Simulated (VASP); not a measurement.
A run of VASP 6.6.1:

The input INCAR:

```
PREC = Accurate
ENCUT = 510
EDIFF = 1E-6
ISMEAR = 0
SIGMA = 0.1
LREAL = F
LASPH = T
NELM = 120
ALGO = Normal
ISIF = 2
LWAVE = F
LCHARG = T
GGA = PE
IVDW = 12
LELF = T
LVHAR = T
NBANDS = 22
GGA_COMPAT = F
```

KPOINTS

```
regular mesh
0
Gamma
  12 12 12
```

Contents of POSCAR:

```
As
1.0
    1.8716639080      1.0806056611      3.2336534780
   -1.8716639080      1.0806056611      3.2336534780
    0.0000000000     -2.1612113222      3.2336534780
As
2
Direct
    0.7669041935      0.7669041935      0.7669041935
    0.2330958065      0.2330958065      0.2330958065
```

Potentials or basis: VASP PAW PBE potentials, release 64 (As_d).

The run is started by

```console
$ cat potpaw_PBE.64/As_d/POTCAR > POTCAR
$ mpirun -np 1 vasp_std > vasp.out
```

Hardware: 1 thread of Intel(R) Xeon(R) Platinum 8259CL CPU @ 2.50GHz (Skylake/Cascade Lake) (shared host).

Estimate the wall time of this run.

Run time: 3.7 min on 1 thread of Intel(R) Xeon(R) Platinum 8259CL CPU @ 2.50GHz (Skylake/Cascade Lake) (shared host), peak memory 0.26 GiB. Counts: scf iterations 11, k points 189.
